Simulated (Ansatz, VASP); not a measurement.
One calculation of MnO2, two programs

Contents of INCAR:

```
SYSTEM = MnO2
PREC     = Accurate       ! precision mode
ENCUT    = 520            ! plane-wave cutoff, eV
EDIFF    = 1E-6           ! SCF threshold, eV
ISMEAR   = -1             ! smearing method
SIGMA    = 0.05           ! smearing width, eV
LREAL    = .FALSE.        ! projectors in reciprocal space
LASPH    = .TRUE.         ! aspherical terms in the spheres
NELM     = 150            ! most SCF steps
ALGO     = Normal         ! electronic algorithm
ISIF     = 2              ! what is computed and relaxed
LWAVE    = .FALSE.        ! write WAVECAR
LCHARG   = .TRUE.         ! write CHGCAR
ISPIN    = 2              ! spin polarisation
MAGMOM   = 4 0 0          ! initial moments
LORBIT   = 11             ! projections on sites
LMAXMIX  = 4              ! l up to which the mixer works
LELF     = .TRUE.         ! ELF
LVHAR    = .TRUE.       
NBANDS   = 24             ! bands
```

File KPOINTS:

```
Automatic mesh
0
G
  11 11 11
  0 0 0
```

Contents of POSCAR:

```
MnO2
1.0
    1.3992749259      0.8078717551      4.4903556470
   -1.3992749259      0.8078717551      4.4903556470
    0.0000000000     -1.6157435103      4.4903556470
Mn O
1 2
Direct
    0.0000000000      0.0000000000      0.0000000000
    0.7356355100      0.7356355100      0.7356355100
    0.2643644900      0.2643644900      0.2643644900
```

The input input.yaml:

```yaml
crystal:
  lattice:
    - [1.3992749259, 0.8078717551, 4.490355647]
    - [-1.3992749259, 0.8078717551, 4.490355647]
    - [0.0, -1.6157435103, 4.490355647]
  atoms:
    - { symbol: Mn, position: [0.0, 0.0, 0.0], spin: 4.0 }
    - { symbol: O, position: [0.73563551, 0.73563551, 0.73563551] }
    - { symbol: O, position: [0.26436449, 0.26436449, 0.26436449] }
hamiltonian:
  xc: lda
  pseudopotentials: { kind: paw }
magnetization:
  spin_polarized: true
kpoints:
  mp_grid: { grid: [11, 11, 11] }
scf:
  occupations: { method: fermi_dirac, width: 0.05 }
output:
  forces: true
  stress: true
  eigenvalues: true
```

Alike in both runs: task single point; functional LDA; k mesh 11 × 11 × 11; occupations fermi-dirac, width 0.05 eV; collinear spin.

|  | VASP | Ansatz |
| --- | --- | --- |
| version | VASP 6.6.1 | Ansatz 0.2.0 |
| potentials or method | VASP PAW LDA potentials, release 64 (Mn_pv, O) | Ansatz PAW |
| plane-wave cutoff (eV) | 520 | 420 |
| valence electrons in the cell | 25 | 27 |

Ansatz gave:

```
gap on the k mesh at the Fermi level (eV)                     : 0.24
least direct gap on the mesh (eV)                             : 0.28
pressure (GPa)                                                : 4.5
traceless stress, the component that is largest in VASP (GPa) : -1.41
rms of the force components (eV/Å)                            : 0.182
net moment per atom (μB)                                      : 1.00
size of the moment on the site where the two differ most (μB) : 2.40
```

Q: Which values does VASP return?

A: gap on the k mesh at the Fermi level (eV): 0.11; least direct gap on the mesh (eV): 0.15; pressure (GPa): 5.7; traceless stress, the component that is largest in VASP (GPa): -1.91; rms of the force components (eV/Å): 0.237; net moment per atom (μB): 1.00; size of the moment on the site where the two differ most (μB): 2.72.

LDA's correlation is that of Perdew and Zunger in VASP and of Perdew and Wang (1992) in Ansatz. Site moments also hang on the region over which each program counts them. Atom by atom the forces differ by 0.055 eV/Å (rms over components). VASP's potentials hold 25 valence electrons a cell and Ansatz's 27, so a difference there can come from the potentials and not from the codes.

Noted on Ansatz's run: Pulay correction over one GPa; odd divisions of the mesh miss points on the zone boundary, where band edges often lie, so the gap on the mesh can be too wide.
